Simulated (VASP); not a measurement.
Write the native input for VASP 6.6.1 that does the following.

```yaml
Task: single point
Functional: PBE
Potentials_or_basis: VASP PAW PBE potentials, release 64 (Si, C)
Cutoff: 520 eV
k_mesh: 12 × 12 × 4
Occupations: fermi-dirac, width 0.02 eV
Spin: no spin polarisation
Dipole_correction: no
Further_INCAR_settings: ALGO = Normal; EDIFF = 1e-06; NBANDS = 26
```

The structure of SiC lies in POSCAR:

```
SiC
1.0
    3.0775550330      0.0000000000      0.0000000000
   -1.5387775165      2.6652408402      0.0000000000
    0.0000000000      0.0000000000      9.8751883303
Si C
4 4
Direct
    0.0000000000      0.0000000000     -0.0007470089
    0.3333333333      0.6666666667      0.2494250193
    0.0000000000      0.0000000000      0.4992529911
    0.6666666667      0.3333333333      0.7494250193
    0.0000000000      0.0000000000      0.1877907825
    0.3333333333      0.6666666667      0.4385312071
    0.0000000000      0.0000000000      0.6877907825
    0.6666666667      0.3333333333      0.9385312071
```

This cell differs from its parent crystal: uniaxial z strain -2.0%.

One way to write it, as run:

INCAR

```
SYSTEM = SiC
  PREC = Accurate
  ENCUT = 520
  EDIFF = 1E-6
  ISMEAR = -1
  SIGMA = 0.02
  LREAL = .False.
  LASPH = .True.
  NELM = 100
  ALGO = Normal
  ISIF = 2
  LWAVE = .False.
  LCHARG = .False.
  GGA = PE
  NBANDS = 26
```

KPOINTS

```
regular mesh
0
Gamma
  12 12 4
  0 0 0
```

Potentials or basis: VASP PAW PBE potentials, release 64 (Si, C).

Launch:

```console
$ cat potpaw_PBE.64/Si/POTCAR potpaw_PBE.64/C/POTCAR > POTCAR
$ mpirun -np 1 vasp_std > vasp.out
```

Results of the run:

```json
{"Pressure": "8.2 GPa", "Largest force": "0.029 eV/Å", "Band gap on the k mesh": "2.19 eV (least direct gap 3.40 eV)"}
```

Caveat: the cell differs from its parent crystal (uniaxial z strain -2.0%); the cell stands under pressure.

Wall time 51 s on 1 thread of Intel(R) Xeon(R) 6975P-C (Granite Rapids), with other jobs on the host, peak memory 0.25 GiB.
